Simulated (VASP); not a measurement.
# Pt: single point with PBEsol

Pt:

```
CELL_PARAMETERS angstrom
2.85240 0.00000 0.00000
-1.42620 2.47025 0.00000
0.00000 0.00000 4.86380
ATOMIC_POSITIONS crystal
Pt 0.66667 0.33333 0.75000
Pt 0.33333 0.66667 0.25000
```

This isn't the form of Pt at room conditions, which is fcc.

```
Program             : VASP 6.6.1
Task                : single point
Functional          : PBEsol
Potentials or basis : VASP PAW PBE potentials, release 64 (Pt)
Cutoff              : 520 eV
k mesh              : 18 × 18 × 10
Occupations         : gaussian, width 0.15 eV
Spin                : no spin polarisation
```

```json
{
  "Pressure": "-25.4 GPa",
  "Band gap on the k mesh": "zero (bands 10 and 11 overlap by 1.08 eV)"
}
```

Stress tensor (GPa, compression positive):
```
-26.55   0.00   0.00
  0.00 -26.55   0.00
  0.00   0.00 -22.96
```

Levels at points of the mesh, in eV from the Fermi level:
| k point | band 8 | band 9 | band 10 | band 11 | band 12 | band 13 |
| --- | --- | --- | --- | --- | --- | --- |
| (0.00, 0.00, 0.00) | -1.67 | -1.67 | -0.31 | -0.20 | -0.20 | 4.35 |
| (0.50, 0.00, 0.00) | 0.04 | 0.17 | 0.36 | 2.06 | 3.36 | 6.90 |
| (0.00, 0.00, 0.50) | -3.00 | -0.71 | -0.71 | -0.71 | -0.71 | 11.66 |
| (0.50, 0.00, 0.50) | -0.70 | 0.28 | 0.28 | 1.70 | 1.70 | 5.76 |

Wall time 64 s on 1 thread of Intel Xeon 8259CL, with other jobs on the host, peak memory 0.24 GiB.

Caveat: the cell stands under tension; the PAW data sets were made with another functional, which shifts forces and pressure a little; spin-orbit coupling is left out, which moves the levels of the heavy elements.
